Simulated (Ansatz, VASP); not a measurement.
# Two plane-wave programs on SnSe

The input INCAR:

```
ALGO = Normal ; EDIFF = 1E-6
ENCUT = 520 ; GGA = CA
ISIF = 2 ; ISMEAR = -1
LASPH = T ; LCHARG = F
LREAL = F ; LWAVE = F
NBANDS = 17 ; NELM = 80
PREC = Accurate ; SIGMA = 0.05
```

KPOINTS

```
k-points
0
Gamma
  8 8 8
```

File POSCAR:

```
SnSe
1.0
    0.0000000000      2.9897980490      2.9897980490
    2.9897980490      0.0000000000      2.9897980490
    2.9897980490      2.9897980490      0.0000000000
Sn Se
1 1
Direct
    0.0000000000      0.0000000000      0.0000000000
    0.5000000000      0.5000000000      0.5000000000
```

File input.yaml:

```yaml
crystal:
  lattice:
    - [0.0, 2.989798049, 2.989798049]
    - [2.989798049, 0.0, 2.989798049]
    - [2.989798049, 2.989798049, 0.0]
  atoms:
    - { symbol: Sn, position: [0.0, 0.0, 0.0] }
    - { symbol: Se, position: [0.5, 0.5, 0.5] }
hamiltonian:
  xc: lda
  pseudopotentials: { kind: paw }
kpoints:
  mp_grid: { grid: [8, 8, 8] }
scf:
  occupations: { method: fermi_dirac, width: 0.05 }
output:
  forces: true
  stress: true
  eigenvalues: true
  write_density: true
  write_potential: true
  elf: true
  volumetric_format: npy
```

Alike in both runs: task single point; functional LDA; k mesh 8 × 8 × 8; occupations fermi-dirac, width 0.05 eV; no spin polarisation.

```csv
,VASP,Ansatz
version,VASP 6.6.1,Ansatz 0.2.0
potentials or method,"VASP PAW LDA potentials, release 64 (Sn_d, Se)",Ansatz PAW
plane-wave cutoff (eV),520,420
valence electrons in the cell,20,30
```

```csv
,VASP,Ansatz,Ansatz less VASP
gap on the k mesh at the Fermi level (eV),0.72,0.70,-0.019
least direct gap on the mesh (eV),0.72,0.70,-0.019
pressure (GPa),-2.3,-2.4,-0.11
```

LDA's correlation is that of Perdew and Zunger in VASP and of Perdew and Wang (1992) in Ansatz. VASP's potentials hold 20 valence electrons a cell and Ansatz's 30, so a difference there can come from the potentials and not from the codes.
